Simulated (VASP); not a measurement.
# K (Im-3m) in VASP: further runs

K is run at these levels: r2SCAN; tasks: single point.

All numbers are computed with VASP 6.6.1; they aren't measurements. Logs are shortened: lines on timing, memory, paths and dates and some standing lists are left out, and cuts for length are marked.

## (1) The cell of the first run

Symmetry: Im-3m, No. 229, cubic system. The conventional cell has a = 5.340 Å, b = 5.340 Å, c = 5.340 Å, α = 90.00°, β = 90.00°, γ = 90.00°.

## (2) Single point, r2SCAN

Contents of POSCAR:

```
K
1.0
   -2.6699463634      2.6699463634      2.6699463634
    2.6699463634     -2.6699463634      2.6699463634
    2.6699463634      2.6699463634     -2.6699463634
K
1
Direct
    0.0000000000      0.0000000000      0.0000000000
```

Contents of INCAR.step1:

```
ALGO     = Normal         # electronic algorithm
EDIFF    = 1E-4           # SCF threshold, eV
ENCUT    = 520            # plane-wave cutoff, eV
GGA      = PE             # functional
ISMEAR   = -1             # smearing method
LASPH    = T              # aspherical terms in the spheres
LCHARG   = F              # write CHGCAR
LREAL    = F              # projectors in reciprocal space
LWAVE    = T              # write WAVECAR
NBANDS   = 10             # bands
NELM     = 60             # most SCF steps
PREC     = Accurate       # precision mode
SIGMA    = 0.1            # smearing width, eV
```

Contents of INCAR.step2:

```
ALGO     = Normal         # electronic algorithm
EDIFF    = 1E-7           # SCF threshold, eV
ENCUT    = 520            # plane-wave cutoff, eV
ISIF     = 2              # what is computed and relaxed
ISMEAR   = -1             # smearing method
ISTART   = 1            
LASPH    = T              # aspherical terms in the spheres
LCHARG   = T              # write CHGCAR
LELF     = T              # ELF
LMIXTAU  = T            
LREAL    = F              # projectors in reciprocal space
LVHAR    = T            
LWAVE    = F              # write WAVECAR
METAGGA  = R2SCAN         # meta-GGA
NBANDS   = 10             # bands
NELM     = 60             # most SCF steps
PREC     = Accurate       # precision mode
SIGMA    = 0.1            # smearing width, eV
```

Contents of KPOINTS:

```
k-points
0
Gamma
  4 4 4
```

Potentials or basis: VASP PAW PBE potentials, release 64 (K_sv).

On the command line:

```bash
$ cat potpaw_PBE.64/K_sv/POTCAR > POTCAR
$ cp INCAR.step1 INCAR
$ mpirun -np 1 vasp_std > vasp.out
$ cp INCAR.step2 INCAR
$ mpirun -np 1 vasp_std > vasp.out
```

OUTCAR:

```text
EDIFF = 1E-7
   ENCUT = 520
   ISIF = 2
   ISMEAR = -1
   ISTART = 1
   LASPH = T
   LREAL = F
   METAGGA = R2SCAN
   NELM = 60
   PREC = Accurate

 ion  position               nearest neighbor table
   1  0.000  0.000  0.000-

  LATTYP: Found a body centered cubic cell.
 ALAT       =     5.3398927268

  Lattice vectors:

 A1 = (  -2.6699463634,   2.6699463634,   2.6699463634)
 A2 = (   2.6699463634,  -2.6699463634,   2.6699463634)
 A3 = (   2.6699463634,   2.6699463634,  -2.6699463634)

Analysis of symmetry for initial positions (statically):
=====================================================================
 Subroutine PRICEL returns:
 Original cell was already a primitive cell.

 Routine SETGRP: Setting up the symmetry group for a
 body centered cubic supercell.

 Subroutine GETGRP returns: Found 48 space group operations
 (whereof 48 operations were pure point group operations)
 out of a pool of 48 trial point group operations.

The static configuration has the point symmetry O_h .

Analysis of symmetry for dynamics (positions and initial velocities):
=====================================================================
 Subroutine PRICEL returns:
 Original cell was already a primitive cell.

 Routine SETGRP: Setting up the symmetry group for a
 body centered cubic supercell.

 Subroutine GETGRP returns: Found 48 space group operations
 (whereof 48 operations were pure point group operations)
 out of a pool of 48 trial point group operations.

The dynamic configuration has the point symmetry O_h .

 Subroutine INISYM returns: Found 48 space group operations
 (whereof 48 operations are pure point group operations),
 and found     1 'primitive' translations

----------------------------------------------------------------------------------------

                                     Primitive cell

  volume of cell :      76.1321

  direct lattice vectors                    reciprocal lattice vectors
    -2.669946363  2.669946363  2.669946363     0.000000000  0.187269680  0.187269680
     2.669946363 -2.669946363  2.669946363     0.187269680  0.000000000  0.187269680
     2.669946363  2.669946363 -2.669946363     0.187269680  0.187269680  0.000000000

  length of vectors
     4.624482755  4.624482755  4.624482755     0.264839321  0.264839321  0.264839321

  position of ions in fractional coordinates (direct lattice)
     0.000000000  0.000000000  0.000000000

  ion indices of the primitive-cell ions
   primitive index   ion index
                 1           1

----------------------------------------------------------------------------------------

 KPOINTS: k-points

Automatic generation of k-mesh.
 Grid dimensions read from file:
 generate k-points for:    4    4    4

 Generating k-lattice:

  Cartesian coordinates                     Fractional coordinates (reciprocal lattice)
     0.000000000  0.046817420  0.046817420     0.250000000  0.000000000  0.000000000
     0.046817420  0.000000000  0.046817420     0.000000000  0.250000000  0.000000000
     0.046817420  0.046817420  0.000000000     0.000000000  0.000000000  0.250000000

  Length of vectors
     0.066209830  0.066209830  0.066209830

  Shift w.r.t. Gamma in fractional coordinates (k-lattice)
     0.000000000  0.000000000  0.000000000

 Subroutine IBZKPT returns following result:
 ===========================================

 Found      8 irreducible k-points:

 Following reciprocal coordinates:
            Coordinates               Weight
  0.000000  0.000000  0.000000      1.000000
  0.250000  0.000000  0.000000     12.000000
  0.500000  0.000000  0.000000      6.000000
  0.250000  0.250000  0.000000     24.000000
  0.250000  0.250000  0.250000      2.000000
 -0.250000  0.250000  0.250000      6.000000
  0.500000  0.500000  0.250000     12.000000
  0.500000  0.500000  0.500000      1.000000
   k-points           NKPTS =      8   k-points in BZ     NKDIM =      8   number of bands    NBANDS=     10
   number of dos      NEDOS =    301   number of ions     NIONS =      1
   total plane-waves  NPLWV =  46656
   dimension x,y,z NGX =    36 NGY =   36 NGZ =   36
   dimension x,y,z NGXF=    72 NGYF=   72 NGZF=   72
   ions per type =               1
   NGX,Y,Z   is equivalent  to a cutoff of  12.94, 12.94, 12.94 a.u.
   NGXF,Y,Z  is equivalent  to a cutoff of  25.88, 25.88, 25.88 a.u.
 SYSTEM =  unknown system
   PREC   = accura    normal or accurate (medium, high low for compatibility)
   ISTART =      1    job   : 0-new  1-cont  2-samecut
   ICHARG =      0    charge: 1-file 2-atom 10-const
   ISPIN  =      1    spin polarized calculation?
   LNONCOLLINEAR =      F non collinear calculations
   LSORBIT =      F    spin-orbit coupling
   LASPH  =      T    aspherical Exc in radial PAW
   ENCUT  =  520.0 eV  38.22 Ry    6.18 a.u.   8.60  8.60  8.60*2*pi/ulx,y,z
   NELM   =     60;   NELMIN=  2; NELMDL=  0     # of ELM steps
   EDIFF  = 0.1E-06   stopping-criterion for ELM
   LREAL  =      F    real-space projection
   EDIFFG = 0.1E-05   stopping-criterion for IOM
   NSW    =      0    number of steps for IOM
   IBRION =     -1    ionic relax: 0-MD 1-quasi-New 2-CG
   NFREE  =      0    steps in history (QN), initial steepest desc. (CG)
   ISIF   =      2    stress and relaxation
   ISYM   =      2    0-nonsym 1-usesym 2-fastsym
   POTIM  = 0.5000    time-step for ionic-motion
   TEBEG  =    0.0;   TEEND  =   0.0 temperature during run
   PSTRESS=    0.0 pullay stress
   NELECT =       9.0000    total number of electrons
   NUPDOWN=      -1.0000    fix difference up-down
   EMIN   =  10.00;   EMAX   =-10.00  energy-range for DOS
   EFERMI =   0.00;   METHOD = LEGACY
   ISMEAR =    -1;   SIGMA  =   0.10  broadening in eV -4-tet -1-fermi 0-gaus
   EFERMI_NEDOS =   21; number of points for ismear=-14 and -15
   IALGO  =     38    algorithm
   IMIX   =      4    mixing-type and parameters
     AMIX     =   0.40;   BMIX     =  1.00
     AMIX_MAG =   1.60;   BMIX_MAG =  1.00
  volume/ion in A,a.u.               =      76.13       513.76
  Fermi-wavevector in a.u.,A,eV,Ry     =   0.803464  1.518327  8.783303  0.645555
  Thomas-Fermi vector in A             =   1.911336
   LORBIT       =      0    0 simple, 1 ext, 2 COOP (PROOUT), +10 PAW based schemes
   METAGGA = R2SCAN    functional components
   LHFCALC =     F    Hartree Fock is set to
   AEXX    =    0.0000 exact exchange contribution
   IVDW    =     0    specifies the selected vdW correction
   LEPSILON=     F    determine dielectric tensor
   LRPA    =     F    only Hartree local field effects (RPA)
 non-spin polarized calculation
  energy-cutoff  :      520.00
  volume of cell :       76.13
 maximum number of plane-waves:      2093
 NGX is ok and might be reduce to    36
   NGX = 17   NGY = 17   NGZ = 17

 number of electron       9.0000001 magnetization

 Free energy of the ion-electron system (eV)
  ---------------------------------------------------
  ext. energy  EPLUGINS =         0.00000000
  ---------------------------------------------------
  free energy    TOTEN  =        -5.98211096 eV

  energy without entropy =       -5.92968956  energy(sigma->0) =       -5.95590026

 E-fermi :  -0.1629     XC(G=0):  -5.8191

 val. band max:       -0.1792552200   @ k =   0.2500   0.2500   0.0000
 cond. band min:       0.4349501228   @ k =   0.5000   0.0000   0.0000
 fundamental gap:      0.6142053428
 Fermi energy:        -0.1628827344

 k-point     1 :       0.0000    0.0000    0.0000
  band No.  band energies     occupation
      1     -33.8161      2.00000
      2     -16.4900      2.00000
      3     -16.4899      2.00000
      4     -16.4899      2.00000
      5      -2.3922      2.00000
      6       4.5842      0.00000
      7       4.5842      0.00000
      8       4.5842      0.00000
      9       5.5236      0.00000
     10       5.5236      0.00000

 k-point     2 :       0.2500    0.0000    0.0000
  band No.  band energies     occupation
      1     -33.8143      2.00000
      2     -16.5208      2.00000
      3     -16.5001      2.00000
      4     -16.4899      2.00000
      5      -1.6076      2.00000
      6       3.0381      0.00000
      7       3.8372      0.00000
      8       5.1995      0.00000
      9       5.3394      0.00000
     10       5.4361      0.00000

 k-point     3 :       0.5000    0.0000    0.0000
  band No.  band energies     occupation
      1     -33.8125      2.00000
      2     -16.5511      2.00000
      3     -16.5102      2.00000
      4     -16.4899      2.00000
      5       0.4350      0.00505
      6       0.4838      0.00310
      7       3.3407      0.00000
      8       5.2253      0.00000
      9       6.0786      0.00000
     10       6.1380      0.00000

 k-point     4 :       0.2500    0.2500    0.0000
  band No.  band energies     occupation
      1     -33.8125      2.00000
      2     -16.5398      2.00000
      3     -16.5154      2.00000
      4     -16.4962      2.00000
      5      -0.1793      1.08168
      6       1.8487      0.00000
      7       2.4768      0.00000
      8       5.0992      0.00000
      9       5.3452      0.00000
     10       6.0821      0.00000

 k-point     5 :       0.2500    0.2500    0.2500
  band No.  band energies     occupation
      1     -33.8123      2.00000
      2     -16.5197      2.00000
      3     -16.5197      2.00000
      4     -16.5197      2.00000
      5       1.3903      0.00000
      6       1.3903      0.00000
      7       1.3903      0.00000
      8       3.4323      0.00000
      9       6.1673      0.00000
     10       6.1673      0.00000

 k-point     6 :      -0.2500    0.2500    0.2500
  band No.  band energies     occupation
      1     -33.8127      2.00000
      2     -16.5217      2.00000
      3     -16.5110      2.00000
      4     -16.5110      2.00000
      5      -0.8727      1.99835
      6       2.9491      0.00000
      7       3.6800      0.00000
      8       3.6800      0.00000
      9       5.4192      0.00000
     10       5.4685      0.00000

 k-point     7 :       0.5000    0.5000    0.2500
  band No.  band energies     occupation
      1     -33.8110      2.00000
      2     -16.5424      2.00000
      3     -16.5219      2.00000
      4     -16.5119      2.00000
      5       0.8966      0.00005
      6       1.1376      0.00000
      7       3.3997      0.00000
      8       3.4510      0.00000
      9       5.0141      0.00000
     10       6.7102      0.00000

 k-point     8 :       0.5000    0.5000    0.5000
  band No.  band energies     occupation
      1     -33.8096      2.00000
      2     -16.5336      2.00000
      3     -16.5336      2.00000
      4     -16.5336      2.00000
      5       1.6561      0.00000
      6       1.6561      0.00000
      7       3.5459      0.00000
      8       3.5459      0.00000
      9       3.5459      0.00000
     10       6.1270      0.00000

------------------------ aborting loop because EDIFF is reached ----------------------------------------

  FORCE on cell =-STRESS in cart. coord.  units (eV):
  Direction    XX          YY          ZZ          XY          YZ          ZX
  --------------------------------------------------------------------------------------
  -------------------------------------------------------------------------------------
  Total        0.0349365      0.0349365      0.0349365      0.0000000      0.0000000     -0.0000000
  in kB        0.7352277      0.7352277      0.7352277      0.0000000      0.0000000     -0.0000000
  external PRESSURE =       0.7352277 kB  Pullay stress =       0.0000000 kB

 VOLUME and BASIS-vectors are now :
 -----------------------------------------------------------------------------
  energy-cutoff  :      520.00
  volume of cell :       76.13
      direct lattice vectors                 reciprocal lattice vectors
    -2.669946363  2.669946363  2.669946363     0.000000000  0.187269680  0.187269680
     2.669946363 -2.669946363  2.669946363     0.187269680  0.000000000  0.187269680
     2.669946363  2.669946363 -2.669946363     0.187269680  0.187269680  0.000000000

 POSITION                                       TOTAL-FORCE (eV/Angst)
 -----------------------------------------------------------------------------------
      0.00000      0.00000      0.00000        -0.000000      0.000000      0.000000
 -----------------------------------------------------------------------------------
    total drift:                               -0.000000      0.000000      0.000000

  FREE ENERGIE OF THE ION-ELECTRON SYSTEM (eV)
  ---------------------------------------------------
  free  energy   TOTEN  =        -5.9821109563 eV

  energy  without entropy=       -5.9296895599  energy(sigma->0) =       -5.95590026
```

Run time: 28 s. Hardware: 1 thread of Intel Xeon 6975P-C, shared host; peak memory 0.21 GiB.

Results:

```yaml
Free_energy: -5.9821 eV
Pressure: 0.1 GPa
```

Levels at points of the mesh, in eV from the Fermi level:
```
           k point  band 2  band 3  band 4  band 5  band 6  band 7
(0.00, 0.00, 0.00)  -16.33  -16.33  -16.33   -2.23    4.75    4.75
(0.50, 0.00, 0.00)  -16.39  -16.35  -16.33    0.60    0.65    3.50
(0.50, 0.50, 0.50)  -16.37  -16.37  -16.37    1.82    1.82    3.71
```

Caveat: the k points lie up to 0.42 Å⁻¹ apart; the PAW data sets were made with another functional, which shifts forces and pressure a little.

[end of part 1 of 3]
